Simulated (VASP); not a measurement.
Rb: single point with PBE

Crystal: Rb.

```xyz
2
Lattice="5.0152 0.0000 0.0000 -2.5076 4.3433 0.0000 0.0000 0.0000 9.0807" Properties=species:S:1:pos:R:3 pbc="T T T"
Rb    0.0000    2.8955    2.2702
Rb    2.5076    1.4478    6.8105
```

This cell differs from its parent crystal: strained.

* Program: VASP 6.6.1
* Task: single point
* Functional: PBE
* Potentials or basis: VASP PAW PBE potentials, release 64 (Rb_sv)
* Cutoff: 520 eV
* k mesh: 9 × 9 × 6
* Occupations: gaussian, width 0.1 eV
* Spin: no spin polarisation

| Item | Value |
| --- | --- |
| Pressure | -0.2 GPa |
| Band gap on the k mesh | zero (bands 9 and 10 overlap by 2.45 eV) |

Stress tensor (GPa, compression positive):
```
-0.07  0.00  0.00
 0.00 -0.07  0.00
 0.00  0.00 -0.37
```

Levels at points of the mesh, in eV from the Fermi level:
| k point | band 7 | band 8 | band 9 | band 10 | band 11 | band 12 |
| --- | --- | --- | --- | --- | --- | --- |
| (0.00, 0.00, 0.00) | -12.99 | -12.99 | -1.86 | -0.13 | 0.38 | 3.05 |
| (0.00, 0.00, 0.50) | -12.99 | -12.99 | -1.32 | -1.32 | 1.90 | 1.90 |

Run time: 100 s on 1 thread of Oxide Virtual Turin-like Processor, with other jobs on the host, peak memory 0.34 GiB.

Caveat: the cell differs from its parent crystal (strained).
